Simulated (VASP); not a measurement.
A run of VASP 6.6.1 is set up as follows.

INCAR

```
SYSTEM = LiNbO3
  ALGO = Normal
  EDIFF = 1E-6
  ENCUT = 520
  ISIF = 2
  ISMEAR = 0
  LASPH = .TRUE.
  LCHARG = .FALSE.
  LREAL = .FALSE.
  LWAVE = .FALSE.
  NBANDS = 45
  NELM = 80
  PREC = Accurate
  SIGMA = 0.1
```

File KPOINTS:

```
k-points
0
G
  6 6 6
  0 0 0
```

The input POSCAR:

```
LiNbO3
1.0
    2.5336727254      1.4628166300      4.5679528310
   -2.5336727254      1.4628166300      4.5679528310
    0.0000000000     -2.9256332601      4.5679528310
Li Nb O
2 2 6
Direct
    0.7051140841      0.7051140841      0.7051140841
    0.2051140841      0.2051140841      0.2051140841
    0.9889349626      0.9889349626      0.9889349626
    0.4889349626      0.4889349626      0.4889349626
    0.8814487732      0.2698761308      0.6210748394
    0.6210748394      0.8814487732      0.2698761308
    0.2698761308      0.6210748394      0.8814487732
    0.7698761308      0.3814487732      0.1210748394
    0.3814487732      0.1210748394      0.7698761308
    0.1210748394      0.7698761308      0.3814487732
```

Potentials or basis: VASP PAW LDA potentials, release 64 (Li_sv, Nb_sv, O).

Command:

```console
$ cat potpaw_LDA.64/Li_sv/POTCAR potpaw_LDA.64/Nb_sv/POTCAR potpaw_LDA.64/O/POTCAR > POTCAR
$ mpirun -np 1 vasp_std > vasp.out
```

Problem. Estimate the band gap on the k mesh.

Solution. 3.52 eV (least direct gap 3.55 eV).

Problem. Estimate the largest force.

Solution. 0.109 eV/Å.

Forces on the atoms (eV/Å):
```
Li   0.000  0.000  0.007
Li   0.000  0.000  0.007
Nb   0.000  0.000  0.109
Nb   0.000  0.000  0.109
O   -0.029  0.026 -0.039
O   -0.008 -0.038 -0.039
O    0.037  0.012 -0.039
O    0.029  0.026 -0.039
O    0.008 -0.038 -0.039
O   -0.037  0.012 -0.039
```

 A k mesh can miss the band edges.
